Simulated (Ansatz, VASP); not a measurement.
## SrO: VASP beside Ansatz

INCAR

```
PREC = Accurate ; ENCUT = 520
EDIFF = 1E-6 ; ISMEAR = 0
SIGMA = 0.05 ; LREAL = F
LASPH = T ; NELM = 60
ALGO = Normal ; ISIF = 2
LWAVE = F ; LCHARG = F
GGA = PE ; NBANDS = 15
```

File KPOINTS:

```
regular mesh
0
Gamma
  8 8 8
```

The input POSCAR:

```
SrO
1.0
    0.0000000000      2.8051830992      2.7012874288
    2.8051830992      0.0000000000      2.7012874288
    2.8051830992      2.8051830992      0.0000000000
Sr O
1 1
Direct
    0.0000000000      0.0000000000      0.0000000000
    0.5000000000      0.5000000000      0.5000000000
```

Input for Ansatz:

```yaml
crystal:
  lattice:
    - [0.0, 2.8051830992, 2.7012874288]
    - [2.8051830992, 0.0, 2.7012874288]
    - [2.8051830992, 2.8051830992, 0.0]
  atoms:
    - { symbol: Sr, position: [0.0, 0.0, 0.0] }
    - { symbol: O, position: [0.5, 0.5, 0.5] }
basis:
  ecutwfc: 420
kpoints:
  mp_grid: { grid: [8, 8, 8] }
hamiltonian:
  xc: pbe
scf:
  occupations: { method: gaussian, width: 0.05 }
output:
  forces: true
  stress: true
  eigenvalues: true
```

Change from the starting cell: strain +0.080 along x and y, +0.040 along z, atoms carried along.

Alike in both runs: task single point; functional PBE; k mesh 8 × 8 × 8; occupations gaussian, width 0.05 eV; no spin polarisation.

|  | VASP | Ansatz |
| --- | --- | --- |
| version | VASP 6.6.1 | Ansatz 0.2.0 |
| potentials or method | VASP PAW PBE potentials, release 64 (Sr_sv, O), cutoff 520 eV | scalar-relativistic, plane waves, PAW |
| valence electrons in the cell | 16 | 16 |

VASP gave:

| Quantity | Value |
| --- | --- |
| gap on the k mesh at the Fermi level (eV) | 2.53 |
| least direct gap on the mesh (eV) | 2.53 |
| pressure (GPa) | -10.2 |
| traceless stress, the component that is largest in VASP (GPa) | 0.67 |

Problem. Which values does Ansatz return?

Solution. gap on the k mesh at the Fermi level (eV): 2.55; least direct gap on the mesh (eV): 2.55; pressure (GPa): -10.5; traceless stress, the component that is largest in VASP (GPa): 0.60.
